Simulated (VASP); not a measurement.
# Sb (I4/mmm) in VASP: notebook, part 2 of 2

VASP 6.6.1. The steps go on from the part before.

### Step 4. Single point, PBE

File INCAR:

```
PREC = Accurate
ENCUT = 520
EDIFF = 1E-6
ISMEAR = 0
SIGMA = 0.020999999999999998
LREAL = False
LASPH = True
NELM = 60
ALGO = Normal
ISIF = 2
LWAVE = False
LCHARG = False
GGA = PE
NBANDS = 8
```

File KPOINTS:

```
Automatic mesh
0
Gamma
  12 12 12
```

File POSCAR:

```
Sb
1.0
   -1.5765401831      1.5765401831      2.7119384313
    1.5765401831     -1.5765401831      2.7119384313
    1.5765401831      1.5765401831     -2.7119384313
Sb
1
Direct
    0.0000000000      0.0000000000      0.0000000000
```

Potentials or basis: VASP PAW PBE potentials, release 64 (Sb).

Command:

```bash
cat potpaw_PBE.64/Sb/POTCAR > POTCAR
mpirun -np 1 vasp_std > vasp.out
```

OUTCAR:

```text
PREC = Accurate
   ENCUT = 520
   EDIFF = 1E-6
   ISMEAR = 0
   LREAL = False
   LASPH = True
   NELM = 60
   ISIF = 2
   GGA = PE

 ion  position               nearest neighbor table
   1  0.000  0.000  0.000-

  LATTYP: Found a body centered tetragonal cell.
 ALAT       =     3.1530803662
 C/A-ratio  =     1.7201835135

  Lattice vectors:

 A1 = (  -1.5765401831,   1.5765401831,   2.7119384313)
 A2 = (   1.5765401831,  -1.5765401831,   2.7119384313)
 A3 = (   1.5765401831,   1.5765401831,  -2.7119384313)

Analysis of symmetry for initial positions (statically):
=====================================================================
 Subroutine PRICEL returns:
 Original cell was already a primitive cell.

 Routine SETGRP: Setting up the symmetry group for a
 body centered tetragonal supercell.

 Subroutine GETGRP returns: Found 16 space group operations
 (whereof 16 operations were pure point group operations)
 out of a pool of 16 trial point group operations.

The static configuration has the point symmetry D_4h.

Analysis of symmetry for dynamics (positions and initial velocities):
=====================================================================
 Subroutine PRICEL returns:
 Original cell was already a primitive cell.

 Routine SETGRP: Setting up the symmetry group for a
 body centered tetragonal supercell.

 Subroutine GETGRP returns: Found 16 space group operations
 (whereof 16 operations were pure point group operations)
 out of a pool of 16 trial point group operations.

The dynamic configuration has the point symmetry D_4h.

 Subroutine INISYM returns: Found 16 space group operations
 (whereof 16 operations are pure point group operations),
 and found     1 'primitive' translations

----------------------------------------------------------------------------------------

                                     Primitive cell

  volume of cell :      26.9619

  direct lattice vectors                    reciprocal lattice vectors
    -1.576540183  1.576540183  2.711938431     0.000000000  0.317150178  0.184369967
     1.576540183 -1.576540183  2.711938431     0.317150178  0.000000000  0.184369967
     1.576540183  1.576540183 -2.711938431     0.317150178  0.317150178  0.000000000

  length of vectors
     3.510778824  3.510778824  3.510778824     0.366846726  0.366846726  0.448518083

  position of ions in fractional coordinates (direct lattice)
     0.000000000  0.000000000  0.000000000

  ion indices of the primitive-cell ions
   primitive index   ion index
                 1           1

----------------------------------------------------------------------------------------

 KPOINTS: Automatic mesh

Automatic generation of k-mesh.
 Grid dimensions read from file:
 generate k-points for:   12   12   12

 Generating k-lattice:

  Cartesian coordinates                     Fractional coordinates (reciprocal lattice)
     0.000000000  0.026429182  0.015364164     0.083333333 -0.000000000  0.000000000
     0.026429182  0.000000000  0.015364164    -0.000000000  0.083333333  0.000000000
     0.026429182  0.026429182  0.000000000     0.000000000  0.000000000  0.083333333

  Length of vectors
     0.030570561  0.030570561  0.037376507

  Shift w.r.t. Gamma in fractional coordinates (k-lattice)
     0.000000000  0.000000000  0.000000000

 Subroutine IBZKPT returns following result:
 ===========================================

 Found    163 irreducible k-points:

 Following reciprocal coordinates:
            Coordinates               Weight
  0.000000  0.000000  0.000000      1.000000
  0.083333  0.000000 -0.000000      8.000000
  0.166667  0.000000 -0.000000      8.000000
  0.250000 -0.000000  0.000000      8.000000
  0.333333  0.000000 -0.000000      8.000000
  0.416667  0.000000 -0.000000      8.000000
[... 16 lines left out ...]
  0.500000  0.166667  0.000000     16.000000
 -0.416667  0.166667  0.000000     16.000000
 [... further k-points ...]
   k-points           NKPTS =    163   k-points in BZ     NKDIM =    163   number of bands    NBANDS=      8
   number of dos      NEDOS =    301   number of ions     NIONS =      1
   total plane-waves  NPLWV =  21952
   dimension x,y,z NGX =    28 NGY =   28 NGZ =   28
   dimension x,y,z NGXF=    56 NGYF=   56 NGZF=   56
   ions per type =               1
   NGX,Y,Z   is equivalent  to a cutoff of  13.26, 13.26, 13.26 a.u.
   NGXF,Y,Z  is equivalent  to a cutoff of  26.52, 26.52, 26.52 a.u.
 SYSTEM =  unknown system
   PREC   = accura    normal or accurate (medium, high low for compatibility)
   ISTART =      0    job   : 0-new  1-cont  2-samecut
   ICHARG =      2    charge: 1-file 2-atom 10-const
   ISPIN  =      1    spin polarized calculation?
   LNONCOLLINEAR =      F non collinear calculations
   LSORBIT =      F    spin-orbit coupling
   LASPH  =      T    aspherical Exc in radial PAW
   ENCUT  =  520.0 eV  38.22 Ry    6.18 a.u.   6.53  6.53  6.53*2*pi/ulx,y,z
   NELM   =     60;   NELMIN=  2; NELMDL= -5     # of ELM steps
   EDIFF  = 0.1E-05   stopping-criterion for ELM
   LREAL  =      F    real-space projection
   EDIFFG = 0.1E-04   stopping-criterion for IOM
   NSW    =      0    number of steps for IOM
   IBRION =     -1    ionic relax: 0-MD 1-quasi-New 2-CG
   NFREE  =      0    steps in history (QN), initial steepest desc. (CG)
   ISIF   =      2    stress and relaxation
   ISYM   =      2    0-nonsym 1-usesym 2-fastsym
   POTIM  = 0.5000    time-step for ionic-motion
   TEBEG  =    0.0;   TEEND  =   0.0 temperature during run
   PSTRESS=    0.0 pullay stress
   NELECT =       5.0000    total number of electrons
   NUPDOWN=      -1.0000    fix difference up-down
   EMIN   =  10.00;   EMAX   =-10.00  energy-range for DOS
   EFERMI =   0.00;   METHOD = LEGACY
   ISMEAR =     0;   SIGMA  =   0.02  broadening in eV -4-tet -1-fermi 0-gaus
   EFERMI_NEDOS =   21; number of points for ismear=-14 and -15
   IALGO  =     38    algorithm
   IMIX   =      4    mixing-type and parameters
     AMIX     =   0.40;   BMIX     =  1.00
     AMIX_MAG =   1.60;   BMIX_MAG =  1.00
  volume/ion in A,a.u.               =      26.96       181.95
  Fermi-wavevector in a.u.,A,eV,Ry     =   0.933573  1.764197 11.858269  0.871558
  Thomas-Fermi vector in A             =   2.060288
   LORBIT       =      0    0 simple, 1 ext, 2 COOP (PROOUT), +10 PAW based schemes
   GGA     = PE    functional components
   LHFCALC =     F    Hartree Fock is set to
   AEXX    =    0.0000 exact exchange contribution
   IVDW    =     0    specifies the selected vdW correction
   LEPSILON=     F    determine dielectric tensor
   LRPA    =     F    only Hartree local field effects (RPA)
 non-spin polarized calculation
 Gauss-broadening in eV      SIGMA  =   0.02
  energy-cutoff  :      520.00
  volume of cell :       26.96
 maximum number of plane-waves:       748
 NGX is ok and might be reduce to    28
   NGX = 13   NGY = 13   NGZ = 13

 number of electron       5.0000000 magnetization

 Free energy of the ion-electron system (eV)
  ---------------------------------------------------
  ext. energy  EPLUGINS =         0.00000000
  ---------------------------------------------------
  free energy    TOTEN  =        -3.83938585 eV

  energy without entropy =       -3.83911647  energy(sigma->0) =       -3.83925116

 E-fermi :   8.5491     XC(G=0): -10.2151

 val. band max:        8.5450441161   @ k =   0.3333   0.1667   0.0833
 cond. band min:       8.5658222677   @ k =  -0.3333   0.5000   0.0833
 fundamental gap:      0.0207781517
 Fermi energy:         8.5490746214

 k-point     1 :       0.0000    0.0000    0.0000
  band No.  band energies     occupation
      1      -4.4332      2.00000
      2      13.1552      0.00000
      3      13.9521      0.00000
      4      13.9521      0.00000
      5      17.8734      0.00000
      6      19.1538      0.00000
      7      19.1571      0.00000
      8      19.2458      0.00000
[... 243 lines left out ...]
 k-point    24 :      -0.4167    0.1667    0.0000
  band No.  band energies     occupation
      1      -1.2382      2.00000
      2       4.9067      2.00000
      3       9.8117      0.00000
      4      11.3094      0.00000
      5      15.1291      0.00000
      6      16.9181      0.00000
      7      18.9902      0.00000
      8      22.2710      0.00000

 [... further k-points ...]
[... 5 lines left out ...]
  --------------------------------------------------------------------------------------
  -------------------------------------------------------------------------------------
  Total        0.3249835      0.3249835      0.2016173      0.0000000     -0.0000000      0.0000000
  in kB       19.3117659     19.3117659     11.9808705      0.0000000     -0.0000000      0.0000000
  external PRESSURE =      16.8681341 kB  Pullay stress =       0.0000000 kB

 VOLUME and BASIS-vectors are now :
 -----------------------------------------------------------------------------
  energy-cutoff  :      520.00
  volume of cell :       26.96
      direct lattice vectors                 reciprocal lattice vectors
    -1.576540183  1.576540183  2.711938431     0.000000000  0.317150178  0.184369967
     1.576540183 -1.576540183  2.711938431     0.317150178  0.000000000  0.184369967
     1.576540183  1.576540183 -2.711938431     0.317150178  0.317150178  0.000000000

 POSITION                                       TOTAL-FORCE (eV/Angst)
 -----------------------------------------------------------------------------------
      0.00000      0.00000      0.00000        -0.000000      0.000000      0.000000
 -----------------------------------------------------------------------------------
    total drift:                               -0.000000      0.000000      0.000000

  FREE ENERGIE OF THE ION-ELECTRON SYSTEM (eV)
  ---------------------------------------------------
  free  energy   TOTEN  =        -3.8393858479 eV

  energy  without entropy=       -3.8391164686  energy(sigma->0) =       -3.83925116
```

OSZICAR:

```text
N       E                     dE             d eps       ncg     rms          rms(c)
DAV:   1     0.494842768128E+01    0.49484E+01   -0.16749E+03  2648   0.408E+02
DAV:   2    -0.374601140013E+01   -0.86944E+01   -0.84118E+01  3664   0.518E+01
DAV:   3    -0.384437381880E+01   -0.98362E-01   -0.98225E-01  3008   0.615E+00
DAV:   4    -0.384471283036E+01   -0.33901E-03   -0.33901E-03  4032   0.450E-01
DAV:   5    -0.384471328046E+01   -0.45009E-06   -0.45008E-06  3392   0.109E-02    0.178E+00
DAV:   6    -0.384118671039E+01    0.35266E-02   -0.21832E-03  3240   0.239E-01    0.102E+00
DAV:   7    -0.383937198131E+01    0.18147E-02   -0.45950E-03  3136   0.349E-01    0.548E-02
DAV:   8    -0.383938528925E+01   -0.13308E-04   -0.94167E-05  3544   0.713E-02    0.909E-03
DAV:   9    -0.383938584791E+01   -0.55866E-06   -0.11886E-06  3704   0.809E-03
   1 F= -.38393858E+01 E0= -.38392512E+01  d E =-.269379E-03
```

stdout:

```text
POSCAR found type information on POSCAR Sb
 POSCAR found :  1 types and       1 ions
 scaLAPACK will be used
 LDA part: xc-table for (Slater+PW92), standard interpolation
 POSCAR, INCAR and KPOINTS ok, starting setup
 FFT: planning ... GRIDC
 FFT: planning ... GRID_SOFT
 FFT: planning ... GRID
 WAVECAR not read
 entering main loop
```

It took 13 s on 1 thread of Intel Xeon 6975P-C (Granite Rapids), shared host; peak memory 0.18 GiB.

Results:

```
Free energy : -3.8394 eV
Pressure    : 1.7 GPa
```

Levels at points of the mesh, in eV from the Fermi level:
| k point | band 1 | band 2 | band 3 | band 4 | band 5 | band 6 |
| --- | --- | --- | --- | --- | --- | --- |
| (0.00, 0.00, 0.00) | -12.98 | 4.61 | 5.40 | 5.40 | 9.32 | 10.60 |
| (0.50, 0.00, 0.00) | -9.16 | -5.84 | 1.74 | 5.34 | 6.08 | 10.15 |
| (0.50, 0.50, 0.00) | -6.68 | -4.43 | -1.05 | 0.56 | 3.43 | 4.32 |
| (0.50, 0.50, 0.50) | -9.31 | -5.70 | 2.08 | 2.08 | 5.84 | 6.07 |

Caveat: spin-orbit coupling is left out, which moves the levels of the heavy elements.

### Step 5. Summary

```csv
smearing,gap on the mesh (eV),pressure (GPa)
gaussian 0.019 eV,none,1.7
gaussian 0.02 eV,none,1.7
gaussian 0.021 eV,none,1.7
```

Alike in all rows: task single point; level PBE; potentials or basis VASP PAW PBE potentials, release 64 (Sb); no spin polarisation; cell as given; k mesh 12 × 12 × 12; cutoff (eV) 520.

Every run on the cell as given and a fine mesh finds a metal.

Caveats: spin-orbit coupling is left out, which moves the levels of the heavy elements.

Total energies depend on the potentials used, so only differences within one code and one set of settings carry meaning.
